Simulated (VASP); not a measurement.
# K3Eu (Fm-3m) in VASP: notebook

Runs on K3Eu. Level: PBE. Tasks: single point.

Everything below comes from runs of VASP 6.6.1. Logs are shortened: lines on timing, memory, paths and dates and some standing lists are left out, and cuts for length are marked.

## (1) The cell of the first run

It takes space group Fm-3m (No. 225, cubic). Conventional cell: a = 10.184 Å, b = 10.184 Å, c = 10.184 Å, α = 90.00°, β = 90.00°, γ = 90.00°. Within 5.8 Å of Eu (site symmetry m-3m) lie 14 K at 4.41 to 5.09 Å. Within 5.8 Å of K (site symmetry m-3m) lie 8 K at 4.41 Å and 6 Eu at 5.09 Å. K (site symmetry -43m) has 4 Eu at 4.41 Å and 10 K at 4.41 to 5.09 Å within 5.8 Å.

## (2) Single point, PBE, collinear spin, ferromagnetic start

The input, INCAR:

```
SYSTEM = K3Eu
PREC = Accurate
ENCUT = 520
EDIFF = 1E-6
ISMEAR = -1
SIGMA = 0.05
LREAL = .FALSE.
LASPH = .TRUE.
NELM = 150
ALGO = Fast
ISIF = 2
LWAVE = .FALSE.
LCHARG = .FALSE.
ISPIN = 2
MAGMOM = 7 0 0 0
LORBIT = 11
LMAXMIX = 6
GGA = PE
NBANDS = 34
```

The input, KPOINTS:

```
Automatic mesh
0
G
  5 5 5
  0 0 0
```

The input, POSCAR:

```
K3Eu
1.0
    0.0000000000      5.0919650000      5.0919650000
    5.0919650000      0.0000000000      5.0919650000
    5.0919650000      5.0919650000      0.0000000000
Eu K
1 3
Direct
    0.0000000000      0.0000000000      0.0000000000
    0.5000000000      0.5000000000      0.5000000000
    0.7500000000      0.7500000000      0.7500000000
    0.2500000000      0.2500000000      0.2500000000
```

Potentials or basis: VASP PAW PBE potentials, release 64 (Eu, K_sv).

The run is started by

```sh
> cat potpaw_PBE.64/Eu/POTCAR potpaw_PBE.64/K_sv/POTCAR > POTCAR
> mpirun -np 1 vasp_std > vasp.out
```

OUTCAR:

```text
SYSTEM = K3Eu
   PREC = Accurate
   ENCUT = 520
   EDIFF = 1E-6
   ISMEAR = -1
   LREAL = .FALSE.
   LASPH = .TRUE.
   NELM = 150
   ISIF = 2
   ISPIN = 2
   LORBIT = 11
   GGA = PE

 ion  position               nearest neighbor table
   1  0.000  0.000  0.000-
   2  0.500  0.500  0.500-
   3  0.750  0.750  0.750-
   4  0.250  0.250  0.250-

  LATTYP: Found a face centered cubic cell.
 ALAT       =    10.1839300000

  Lattice vectors:

 A1 = (   0.0000000000,   5.0919650000,   5.0919650000)
 A2 = (   5.0919650000,   0.0000000000,   5.0919650000)
 A3 = (   5.0919650000,   5.0919650000,   0.0000000000)

Analysis of symmetry for initial positions (statically):
=====================================================================
 Subroutine PRICEL returns:
 Original cell was already a primitive cell.

 Routine SETGRP: Setting up the symmetry group for a
 face centered cubic supercell.

 Subroutine GETGRP returns: Found 48 space group operations
 (whereof 48 operations were pure point group operations)
 out of a pool of 48 trial point group operations.

The static configuration has the point symmetry O_h .

Analysis of symmetry for dynamics (positions and initial velocities):
=====================================================================
 Subroutine PRICEL returns:
 Original cell was already a primitive cell.

 Routine SETGRP: Setting up the symmetry group for a
 face centered cubic supercell.

 Subroutine GETGRP returns: Found 48 space group operations
 (whereof 48 operations were pure point group operations)
 out of a pool of 48 trial point group operations.

The dynamic configuration has the point symmetry O_h .

Analysis of structural, dynamic, and magnetic symmetry:
=====================================================================
 Subroutine PRICEL returns:
 Original cell was already a primitive cell.

 Routine SETGRP: Setting up the symmetry group for a
 face centered cubic supercell.

 Subroutine GETGRP returns: Found 48 space group operations
 (whereof 48 operations were pure point group operations)
 out of a pool of 48 trial point group operations.

The overall configuration has the point symmetry O_h .

 Subroutine INISYM returns: Found 48 space group operations
 (whereof 48 operations are pure point group operations),
 and found     1 'primitive' translations

----------------------------------------------------------------------------------------

                                     Primitive cell

  volume of cell :     264.0500

  direct lattice vectors                    reciprocal lattice vectors
     0.000000000  5.091965000  5.091965000    -0.098193919  0.098193919  0.098193919
     5.091965000  0.000000000  5.091965000     0.098193919 -0.098193919  0.098193919
     5.091965000  5.091965000  0.000000000     0.098193919  0.098193919 -0.098193919

  length of vectors
     7.201125962  7.201125962  7.201125962     0.170076857  0.170076857  0.170076857

  position of ions in fractional coordinates (direct lattice)
     0.000000000  0.000000000  0.000000000
     0.500000000  0.500000000  0.500000000
     0.750000000  0.750000000  0.750000000
     0.250000000  0.250000000  0.250000000

  ion indices of the primitive-cell ions
   primitive index   ion index
                 1           1
                 2           2
                 3           3
                 4           4

----------------------------------------------------------------------------------------

 KPOINTS: Automatic mesh

Automatic generation of k-mesh.
 Grid dimensions read from file:
 generate k-points for:    5    5    5

 Generating k-lattice:

  Cartesian coordinates                     Fractional coordinates (reciprocal lattice)
    -0.019638784  0.019638784  0.019638784     0.200000000  0.000000000  0.000000000
     0.019638784 -0.019638784  0.019638784     0.000000000  0.200000000  0.000000000
     0.019638784  0.019638784 -0.019638784     0.000000000  0.000000000  0.200000000

  Length of vectors
     0.034015371  0.034015371  0.034015371

  Shift w.r.t. Gamma in fractional coordinates (k-lattice)
     0.000000000  0.000000000  0.000000000

 Subroutine IBZKPT returns following result:
 ===========================================

 Found     10 irreducible k-points:

 Following reciprocal coordinates:
            Coordinates               Weight
  0.000000  0.000000  0.000000      1.000000
  0.200000  0.000000  0.000000      8.000000
  0.400000  0.000000  0.000000      8.000000
  0.200000  0.200000  0.000000      6.000000
  0.400000  0.200000  0.000000     24.000000
 -0.400000  0.200000  0.000000     24.000000
 -0.200000  0.200000  0.000000     12.000000
  0.400000  0.400000  0.000000      6.000000
 -0.400000  0.400000  0.000000     12.000000
 -0.400000  0.400000  0.200000     24.000000
   k-points           NKPTS =     10   k-points in BZ     NKDIM =     10   number of bands    NBANDS=     34
   number of dos      NEDOS =    301   number of ions     NIONS =      4
   total plane-waves  NPLWV = 157464
   dimension x,y,z NGX =    54 NGY =   54 NGZ =   54
   dimension x,y,z NGXF=   108 NGYF=  108 NGZF=  108
   ions per type =               1   3
   NGX,Y,Z   is equivalent  to a cutoff of  12.47, 12.47, 12.47 a.u.
   NGXF,Y,Z  is equivalent  to a cutoff of  24.93, 24.93, 24.93 a.u.
 SYSTEM =  K3Eu
   PREC   = accura    normal or accurate (medium, high low for compatibility)
   ISTART =      0    job   : 0-new  1-cont  2-samecut
   ICHARG =      2    charge: 1-file 2-atom 10-const
   ISPIN  =      2    spin polarized calculation?
   LNONCOLLINEAR =      F non collinear calculations
   LSORBIT =      F    spin-orbit coupling
   LASPH  =      T    aspherical Exc in radial PAW
   ENCUT  =  520.0 eV  38.22 Ry    6.18 a.u.  13.39 13.39 13.39*2*pi/ulx,y,z
   NELM   =    150;   NELMIN=  2; NELMDL= -5     # of ELM steps
   EDIFF  = 0.1E-05   stopping-criterion for ELM
   LREAL  =      F    real-space projection
   EDIFFG = 0.1E-04   stopping-criterion for IOM
   NSW    =      0    number of steps for IOM
   IBRION =     -1    ionic relax: 0-MD 1-quasi-New 2-CG
   NFREE  =      0    steps in history (QN), initial steepest desc. (CG)
   ISIF   =      2    stress and relaxation
   ISYM   =      2    0-nonsym 1-usesym 2-fastsym
   POTIM  = 0.5000    time-step for ionic-motion
   TEBEG  =    0.0;   TEEND  =   0.0 temperature during run
   PSTRESS=    0.0 pullay stress
   NELECT =      44.0000    total number of electrons
   NUPDOWN=      -1.0000    fix difference up-down
   EMIN   =  10.00;   EMAX   =-10.00  energy-range for DOS
   EFERMI =   0.00;   METHOD = LEGACY
   ISMEAR =    -1;   SIGMA  =   0.05  broadening in eV -4-tet -1-fermi 0-gaus
   EFERMI_NEDOS =   21; number of points for ismear=-14 and -15
   IALGO  =     68    algorithm
   IMIX   =      4    mixing-type and parameters
     AMIX     =   0.40;   BMIX     =  1.00
     AMIX_MAG =   1.60;   BMIX_MAG =  1.00
  volume/ion in A,a.u.               =      66.01       445.47
  Fermi-wavevector in a.u.,A,eV,Ry     =   0.900873  1.702403 11.042114  0.811572
  Thomas-Fermi vector in A             =   2.023884
   LORBIT       =     11    0 simple, 1 ext, 2 COOP (PROOUT), +10 PAW based schemes
   GGA     = PE    functional components
   LHFCALC =     F    Hartree Fock is set to
   AEXX    =    0.0000 exact exchange contribution
   IVDW    =     0    specifies the selected vdW correction
   LEPSILON=     F    determine dielectric tensor
   LRPA    =     F    only Hartree local field effects (RPA)
 spin polarized calculation
 RMM-DIIS sequential band-by-band and
  energy-cutoff  :      520.00
  volume of cell :      264.05
 maximum number of plane-waves:      7156
 NGX is ok and might be reduce to    54
   NGX = 27   NGY = 27   NGZ = 27

 number of electron      44.0000010 magnetization       7.6242774

 Free energy of the ion-electron system (eV)
  ---------------------------------------------------
  ext. energy  EPLUGINS =         0.00000000
  ---------------------------------------------------
  free energy    TOTEN  =       -13.80464419 eV

  energy without entropy =      -13.77533390  energy(sigma->0) =      -13.78998905

 E-fermi :   0.2166     XC(G=0):  -6.2503

 val. band max:        0.1607250276   @ k =  -0.4000   0.4000   0.0000
 cond. band min:       0.2191091340   @ k =  -0.4000   0.4000   0.2000
 fundamental gap:      0.0583841064
 Fermi energy:         0.2165639724

 spin component 1

 k-point     1 :       0.0000    0.0000    0.0000
  band No.  band energies     occupation
      1     -42.1872      1.00000
      2     -31.6413      1.00000
      3     -31.5458      1.00000
      4     -31.5448      1.00000
      5     -21.0338      1.00000
      6     -21.0338      1.00000
[... 26 lines left out ...]
     33       2.6986      0.00000
     34       3.5786      0.00000
[... 301 lines left out ...]
      3     -31.5455      1.00000
      4     -31.5453      1.00000
      5     -21.0339      1.00000
      6     -21.0339      1.00000
[... 26 lines left out ...]
     33       2.9653      0.00000
     34       3.1958      0.00000
 Fermi energy:         0.2165639724

 spin component 2

 k-point     1 :       0.0000    0.0000    0.0000
  band No.  band energies     occupation
      1     -38.9889      1.00000
      2     -31.6341      1.00000
      3     -31.5364      1.00000
      4     -31.5354      1.00000
      5     -18.7000      1.00000
      6     -18.7000      1.00000
[... 26 lines left out ...]
     33       4.2969      0.00000
     34       4.2969      0.00000
[... 302 lines left out ...]
      4     -31.5359      1.00000
      5     -18.7003      1.00000
      6     -18.7002      1.00000
[... 26 lines left out ...]
     33       4.3688      0.00000
     34       4.3908      0.00000

------------------------ aborting loop because EDIFF is reached ----------------------------------------

  FORCE on cell =-STRESS in cart. coord.  units (eV):
  Direction    XX          YY          ZZ          XY          YZ          ZX
  --------------------------------------------------------------------------------------
  -------------------------------------------------------------------------------------
  Total        0.0524938      0.0524938      0.0524938      0.0000000      0.0000000     -0.0000000
  in kB        0.3185169      0.3185169      0.3185169      0.0000000      0.0000000     -0.0000000
  external PRESSURE =       0.3185169 kB  Pullay stress =       0.0000000 kB

 VOLUME and BASIS-vectors are now :
 -----------------------------------------------------------------------------
  energy-cutoff  :      520.00
  volume of cell :      264.05
      direct lattice vectors                 reciprocal lattice vectors
     0.000000000  5.091965000  5.091965000    -0.098193919  0.098193919  0.098193919
     5.091965000  0.000000000  5.091965000     0.098193919 -0.098193919  0.098193919
     5.091965000  5.091965000  0.000000000     0.098193919  0.098193919 -0.098193919

 POSITION                                       TOTAL-FORCE (eV/Angst)
 -----------------------------------------------------------------------------------
      0.00000      0.00000      0.00000         0.000000      0.000000      0.000000
      5.09197      5.09197      5.09197         0.000000      0.000000      0.000000
      7.63795      7.63795      7.63795         0.000000      0.000000      0.000000
      2.54598      2.54598      2.54598        -0.000000     -0.000000     -0.000000
 -----------------------------------------------------------------------------------
    total drift:                                0.000000      0.000000      0.000000

  FREE ENERGIE OF THE ION-ELECTRON SYSTEM (eV)
  ---------------------------------------------------
  free  energy   TOTEN  =       -13.8046441933 eV

  energy  without entropy=      -13.7753338992  energy(sigma->0) =      -13.78998905

 total charge

# of ion       s       p       d       f       tot
--------------------------------------------------
    1        2.091   5.739   0.100   6.813  14.742
    2        1.981   5.554   0.008   0.000   7.543
    3        1.983   5.554   0.010   0.000   7.547
    4        1.983   5.554   0.010   0.000   7.547
--------------------------------------------------
tot          8.038  22.402   0.127   6.813  37.380

 magnetization (x)

# of ion       s       p       d       f       tot
--------------------------------------------------
    1        0.006  -0.110   0.064   6.813   6.773
    2        0.002   0.002   0.002   0.000   0.006
    3        0.003   0.003   0.002   0.000   0.008
    4        0.003   0.003   0.002   0.000   0.008
--------------------------------------------------
tot          0.014  -0.103   0.071   6.813   6.794
```

Wall time 10 min (1 thread of Intel Xeon 6975P-C (Granite Rapids), shared host); peak memory 0.6 GiB.

What came out:

```yaml
Free_energy: -13.8046 eV
Pressure: 0.0 GPa
Net_moment: 7.62 μB per cell
Site_moments: Eu +6.77; K +0.01 μB
Valence_electrons_inside_the_program's_atomic_spheres: Eu 14.74; K 7.54, 7.55 (each value once)
```

Caveat: spin-orbit coupling is left out, which moves the levels of the heavy elements; semilocal functionals describe open f shells poorly, which spoils levels, moments and volumes. The state reached can hang on the start; a lower one may exist.

[end of part 1 of 2]
